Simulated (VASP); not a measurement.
# Al3GaAs4 (P1) in VASP: relaxation of cell and atoms with PBE

Aim: the relaxation of cell and atoms of Al3GaAs4 with PBE.

All numbers are computed with VASP 6.6.1; they aren't measurements. Logs are shortened: lines on timing, memory, paths and dates and some standing lists are left out, and cuts for length are marked.

## 1. The cell of the first run

The typed cell holds 8 atoms: a = 4.120 Å, b = 4.022 Å, c = 11.634 Å, α = 91.09°, β = 90.01°, γ = 90.97°.

## 2. Relaxation of cell and atoms, PBE

File INCAR:

```
SYSTEM = Al3GaAs4
ALGO = Normal
EDIFF = 1E-7
EDIFFG = -0.025
ENCUT = 600
GGA = PE
IBRION = 2
ISIF = 3
ISMEAR = 0
LASPH = .True.
LCHARG = .False.
LREAL = .False.
LWAVE = .False.
NELM = 80
NSW = 80
PREC = Accurate
SIGMA = 0.1
```

File KPOINTS:

```
k-points
0
Gamma
  4 4 1
  0 0 0
```

File POSCAR:

```
Al3GaAs4
1.0
    4.1203319541     -0.0345411087     -0.0005895582
   -0.0345411087      4.0215987955     -0.0385496170
   -0.0016653706     -0.1088940877     11.6336024566
Al Ga As
3 1 4
Direct
   -0.0051982278     -0.0722059016      0.7647494079
   -0.0175914796     -0.0687698177      0.2563268751
    0.4842990878      0.4882407088      0.5057387523
    0.4952955955      0.5323995945      0.9829250429
    0.4844589525      0.0460539409      0.8585499256
    0.0109574409      0.5168241267      0.1285222647
    0.5293413281     -0.0060340646      0.3642932327
    1.0184373027      0.5634914131      0.6388944989
```

Potentials or basis: VASP PAW PBE potentials, release 64 (Al, Ga_d, As).

On the command line:

```bash
> cat potpaw_PBE.64/Al/POTCAR potpaw_PBE.64/Ga_d/POTCAR potpaw_PBE.64/As/POTCAR > POTCAR
> mpirun -np 1 vasp_std > vasp.out
```

OUTCAR:

```text
SYSTEM = Al3GaAs4
   EDIFF = 1E-7
   EDIFFG = -0.025
   ENCUT = 600
   GGA = PE
   IBRION = 2
   ISIF = 3
   ISMEAR = 0
   LASPH = .True.
   LREAL = .False.
   NELM = 80
   NSW = 80
   PREC = Accurate

 ion  position               nearest neighbor table
   1  0.995  0.928  0.765-   8 2.06   5 2.33   5 2.42   8 2.97
   2  0.982  0.931  0.256-   6 2.22   7 2.27   7 2.59   6 2.81
   3  0.484  0.488  0.506-   8 2.49   7 2.57   7 2.64   8 2.70
   4  0.495  0.532  0.983-   5 2.41   5 2.55   6 2.62   6 2.72
   5  0.484  0.046  0.859-   1 2.33   4 2.41   1 2.42   4 2.55
   6  0.011  0.517  0.129-   2 2.22   4 2.62   4 2.72   2 2.81
   7  0.529  0.994  0.364-   2 2.27   3 2.57   2 2.59   3 2.64
   8  0.018  0.563  0.639-   1 2.06   3 2.49   3 2.70   1 2.97

  LATTYP: Found a triclinic cell.
 ALAT       =     5.7089270187
 B/A-ratio  =     0.7217602819
 C/A-ratio  =     2.0378807029
 COS(alpha) =     0.0002077522
 COS(beta)  =     0.0134947899
 COS(gamma) =     0.7098059140

  Lattice vectors:

 A1 = (   4.0857908454,   3.9870576868,  -0.0391391752)
 A2 = (   4.1203319541,  -0.0345411087,  -0.0005895582)
 A3 = (   0.0016653706,   0.1088940877, -11.6336024566)

Analysis of symmetry for initial positions (statically):
=====================================================================
 Subroutine PRICEL returns:
 Original cell was already a primitive cell.

 Routine SETGRP: Setting up the symmetry group for a
 triclinic supercell.

 Subroutine GETGRP returns: Found  1 space group operations
 (whereof  1 operations were pure point group operations)
 out of a pool of  2 trial point group operations.

The static configuration has the point symmetry C_1 .

Analysis of symmetry for dynamics (positions and initial velocities):
=====================================================================
 Subroutine PRICEL returns:
 Original cell was already a primitive cell.

 Routine SETGRP: Setting up the symmetry group for a
 triclinic supercell.

 Subroutine GETGRP returns: Found  1 space group operations
 (whereof  1 operations were pure point group operations)
 out of a pool of  2 trial point group operations.

The dynamic configuration has the point symmetry C_1 .

 Subroutine INISYM returns: Found  1 space group operations
 (whereof  1 operations are pure point group operations),
 and found     1 'primitive' translations

[... 93 lines left out ...]
   EDIFFG = -.3E-01   stopping-criterion for IOM
   NSW    =     80    number of steps for IOM
   IBRION =      2    ionic relax: 0-MD 1-quasi-New 2-CG
   NFREE  =      1    steps in history (QN), initial steepest desc. (CG)
   ISIF   =      3    stress and relaxation
   ISYM   =      2    0-nonsym 1-usesym 2-fastsym
   POTIM  = 0.5000    time-step for ionic-motion
   TEBEG  =    0.0;   TEEND  =   0.0 temperature during run
   PSTRESS=    0.0 pullay stress
   NELECT =      42.0000    total number of electrons
   NUPDOWN=      -1.0000    fix difference up-down
   EMIN   =  10.00;   EMAX   =-10.00  energy-range for DOS
   EFERMI =   0.00;   METHOD = LEGACY
   ISMEAR =     0;   SIGMA  =   0.10  broadening in eV -4-tet -1-fermi 0-gaus
   EFERMI_NEDOS =   21; number of points for ismear=-14 and -15
   IALGO  =     38    algorithm
   IMIX   =      4    mixing-type and parameters
     AMIX     =   0.40;   BMIX     =  1.00
     AMIX_MAG =   1.60;   BMIX_MAG =  1.00
  volume/ion in A,a.u.               =      24.09       162.59
  Fermi-wavevector in a.u.,A,eV,Ry     =   0.985144  1.861652 13.204567  0.970508
  Thomas-Fermi vector in A             =   2.116429
   LORBIT       =      0    0 simple, 1 ext, 2 COOP (PROOUT), +10 PAW based schemes
   GGA     = PE    functional components
   LHFCALC =     F    Hartree Fock is set to
   AEXX    =    0.0000 exact exchange contribution
   IVDW    =     0    specifies the selected vdW correction
   LEPSILON=     F    determine dielectric tensor
   LRPA    =     F    only Hartree local field effects (RPA)
 conjugate gradient relaxation of ions
 non-spin polarized calculation
 Gauss-broadening in eV      SIGMA  =   0.10
  energy-cutoff  :      600.00
  volume of cell :      192.74
 maximum number of plane-waves:      6458
 NGX is ok and might be reduce to    36
   NGX = 17   NGY = 17   NGZ = 47

--------------------------------------- Ionic step        1  -------------------------------------------

 number of electron      42.0000001 magnetization

 Free energy of the ion-electron system (eV)
  ---------------------------------------------------
  ext. energy  EPLUGINS =         0.00000000
  ---------------------------------------------------
  free energy    TOTEN  =       -33.39457955 eV

  energy without entropy =      -33.39457524  energy(sigma->0) =      -33.39457739

------------------------ aborting loop because EDIFF is reached ----------------------------------------

  FORCE on cell =-STRESS in cart. coord.  units (eV):
  Direction    XX          YY          ZZ          XY          YZ          ZX
  --------------------------------------------------------------------------------------
  -------------------------------------------------------------------------------------
  Total        0.6419212      7.0065283      3.4018243     -0.3450354     10.4512328     -2.0796389
  in kB        5.3360196     58.2423054     28.2779257     -2.8681337     86.8766766    -17.2871581
  external PRESSURE =      30.6187502 kB  Pullay stress =       0.0000000 kB
[... 107 lines left out ...]
  FREE ENERGIE OF THE ION-ELECTRON SYSTEM (eV)
  ---------------------------------------------------
  free  energy   TOTEN  =       -35.1663076942 eV

  energy  without entropy=      -35.1659989989  energy(sigma->0) =      -35.16615335

[... ionic steps 4 to 19 ...]

--------------------------------------- Ionic step       20  -------------------------------------------

 number of electron      42.0000011 magnetization

------------------------ aborting loop because EDIFF is reached ----------------------------------------
[... 79 lines left out ...]
--------------------------------------- Ionic step       22  -------------------------------------------

 number of electron      42.0000012 magnetization

 Free energy of the ion-electron system (eV)
  ---------------------------------------------------
  ext. energy  EPLUGINS =         0.00000000
  ---------------------------------------------------
  free energy    TOTEN  =       -36.23804784 eV

  energy without entropy =      -36.23804784  energy(sigma->0) =      -36.23804784

 E-fermi :   4.0384     XC(G=0):  -9.0062

 val. band max:        3.6050322357   @ k =   0.0000   0.0000   0.0000
 cond. band min:       4.7991707703   @ k =   0.0000   0.0000   0.0000
 fundamental gap:      1.1941385346
 Fermi energy:         4.0384267509

 k-point     1 :       0.0000    0.0000    0.0000
  band No.  band energies     occupation
      1     -10.9353      2.00000
      2     -10.8759      2.00000
      3     -10.8758      2.00000
      4     -10.8420      2.00000
      5     -10.8165      2.00000
      6      -8.2870      2.00000
[... 314 lines left out ...]
  FREE ENERGIE OF THE ION-ELECTRON SYSTEM (eV)
  ---------------------------------------------------
  free  energy   TOTEN  =       -36.2380478406 eV

  energy  without entropy=      -36.2380478406  energy(sigma->0) =      -36.23804784

 reached required accuracy - stopping structural energy minimisation
```

Run time: 9.5 min. Hardware: 1 thread of Intel Xeon 6975P-C (Granite Rapids), shared host; peak memory 0.37 GiB.

Results:

```yaml
Free_energy: -36.2380 eV
Relaxed_volume: 23.60 Å³/atom
Relaxed_cell: a = 4.085 Å, b = 4.083 Å, c = 11.321 Å, α = 90.01°, β = 89.98°, γ = 90.01°
Space_group_after_relaxing_to_0.1_Å: P-4m2 (No. 115)
Energy_gained_by_relaxing: 355.4 meV/atom
Ionic_steps: 22
Pressure_after_relaxing: 0.0 GPa
Largest_force_after_relaxing: 0.020 eV/Å
Band_gap_on_the_k_mesh: 1.19 eV
```

Forces in eV/Å, atoms in the order of the input:
```
Al  -0.001  0.000 -0.003
Al  -0.007 -0.001 -0.006
Al  -0.003  0.005  0.006
Ga  -0.006 -0.006 -0.006
As   0.002  0.004  0.007
As   0.007 -0.006 -0.006
As   0.003  0.018  0.008
As   0.004 -0.013  0.000
```

The path:
```csv
step,energy change (eV),largest force (eV/Å),pressure (GPa),volume (Å³)
1,0.0000,6.7465,3.06,192.74
2,-1.4970,3.0625,-2.96,205.00
3,-1.7717,2.6265,-2.64,200.33
4,-2.4700,1.5674,-0.76,191.23
5,-2.5474,0.8709,0.69,187.11
6,-2.7346,0.6549,0.52,187.14
7,-2.7349,0.6787,0.53,187.14
8,-2.7878,0.3250,-0.23,189.26
9,-2.7923,0.3021,-0.49,190.07
10,-2.8099,0.2658,0.03,188.59
11,-2.8109,0.3172,0.20,188.14
12,-2.8204,0.2211,0.11,188.44
13,-2.8263,0.1704,-0.04,188.92
14,-2.8336,0.1212,-0.06,189.02
15,-2.8355,0.1115,-0.08,189.10
16,-2.8396,0.0781,0.03,188.76
17,-2.8399,0.0788,0.08,188.65
18,-2.8416,0.0620,-0.03,188.95
19,-2.8422,0.0673,-0.17,189.34
20,-2.8432,0.0410,-0.04,188.95
21,-2.8432,0.0424,0.01,188.85
22,-2.8435,0.0197,0.01,188.84
```

Final structure:
```
Al Ga As
1.0
     4.08540   -0.00039    0.00132
    -0.00027    4.08300   -0.00364
     0.00100    0.00854   11.32061
Al Ga As
3 1 4
Direct
  0.99986 0.00103 0.74967
  0.00047 0.00035 0.25042
  0.50001 0.49816 0.49992
  0.50004 0.50055 0.00012
  0.49977 0.00037 0.87376
  0.99983 0.50052 0.12630
  0.50021 0.99806 0.37500
  0.99981 0.50095 0.62481
```

Levels at points of the mesh, in eV from the valence-band top:
| k point | band 17 | band 18 | band 19 | band 20 | band 21 | band 22 | band 23 | band 24 | band 25 | band 26 |
| --- | --- | --- | --- | --- | --- | --- | --- | --- | --- | --- |
| (0.00, 0.00, 0.00) | -1.43 | -1.43 | -0.07 | -0.07 | 0.00 | 1.19 | 1.40 | 2.00 | 2.26 | 2.42 |
| (0.50, 0.00, 0.00) | -1.09 | -1.02 | -0.90 | -0.86 | -0.81 | 1.38 | 1.90 | 2.99 | 3.06 | 4.44 |
| (0.00, 0.50, 0.00) | -1.09 | -1.02 | -0.91 | -0.86 | -0.81 | 1.38 | 1.89 | 2.99 | 3.06 | 4.43 |
| (0.50, 0.50, 0.00) | -2.85 | -2.20 | -2.20 | -2.20 | -2.19 | 1.48 | 1.48 | 1.87 | 2.38 | 4.48 |

Caveat: the k points lie up to 0.56 Å⁻¹ apart in the final cell; an odd mesh through Γ misses points on the zone boundary, where band edges can lie.
